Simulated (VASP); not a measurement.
Input of a VASP 6.6.1 run:

The input POSCAR:

```
Cd
1.0
    1.6080291515      0.9283960635      2.4492874100
   -1.6080291515      0.9283960635      2.4492874100
    0.0000000000     -1.8567921270      2.4492874100
Cd
1
Direct
    0.0000000000      0.0000000000      0.0000000000
```

File INCAR.step1:

```
ALGO     = Normal         # electronic algorithm
EDIFF    = 1E-4           # SCF threshold, eV
ENCUT    = 600            # plane-wave cutoff, eV
GGA      = PE             # functional
ISMEAR   = 1              # smearing method
ISPIN    = 2              # spin polarisation
LASPH    = True           # aspherical terms in the spheres
LCHARG   = False          # write CHGCAR
LREAL    = False          # projectors in reciprocal space
LWAVE    = True           # write WAVECAR
MAGMOM   = 0.01           # initial moments
NELM     = 150            # most SCF steps
PREC     = Accurate       # precision mode
SIGMA    = 0.001          # smearing width, eV
```

INCAR.step2

```
ALGO     = Normal         # electronic algorithm
EDIFF    = 1E-6           # SCF threshold, eV
EDIFFG   = -0.005         # ionic threshold
ENCUT    = 600            # plane-wave cutoff, eV
IBRION   = 2              # ionic algorithm
ISIF     = 3              # what is computed and relaxed
ISMEAR   = 1              # smearing method
ISPIN    = 2              # spin polarisation
ISTART   = 1            
IVDW     = 13             # dispersion correction
LASPH    = True           # aspherical terms in the spheres
LCHARG   = False          # write CHGCAR
LMIXTAU  = True         
LORBIT   = 11             # projections on sites
LREAL    = False          # projectors in reciprocal space
LWAVE    = False          # write WAVECAR
MAGMOM   = 0.01           # initial moments
METAGGA  = R2SCAN         # meta-GGA
NELM     = 150            # most SCF steps
NSW      = 80             # ionic steps
PREC     = Accurate       # precision mode
SIGMA    = 0.001          # smearing width, eV
VDW_A1   = 0.51559235   
VDW_A2   = 5.77342911   
VDW_S6   = 1.0          
VDW_S8   = 0.6018749
```

Contents of KPOINTS:

```
k-points
0
Gamma
  10 10 10
```

Potentials or basis: VASP PAW PBE potentials, release 64 (Cd).

Launch:

```console
$ cat potpaw_PBE.64/Cd/POTCAR > POTCAR
$ cp INCAR.step1 INCAR
$ mpirun -np 1 vasp_std > vasp.out
$ cp INCAR.step2 INCAR
$ mpirun -np 1 vasp_std > vasp.out
```

**Question.** Estimate the dispersion energy per atom.

**Answer.** -0.141 eV.

**Question.** Estimate the relaxed cell.

**Answer.** a = 3.044 Å, b = 3.044 Å, c = 3.044 Å, α = 63.55°, β = 63.55°, γ = 63.55°.

The path:
```
step  energy change (eV)  largest force (eV/Å)  pressure (GPa)  volume (Å³)
   1              0.0000                0.0000           -1.07        21.94
   2             -0.0017                0.0000            0.04        21.48
   3             -0.0017                0.0000            0.13        21.45
   4             -0.0017                0.0000            0.10        21.46
   5             -0.0019                0.0000            0.10        21.47
   6             -0.0019                0.0000            0.09        21.47
   7             -0.0019                0.0000           -0.02        21.51
   8             -0.0019                0.0000            0.00        21.50
```

Caveat: the PAW data sets were made with another functional, which shifts forces and pressure a little; pairwise dispersion overbinds metals, which lowers pressure and volume.
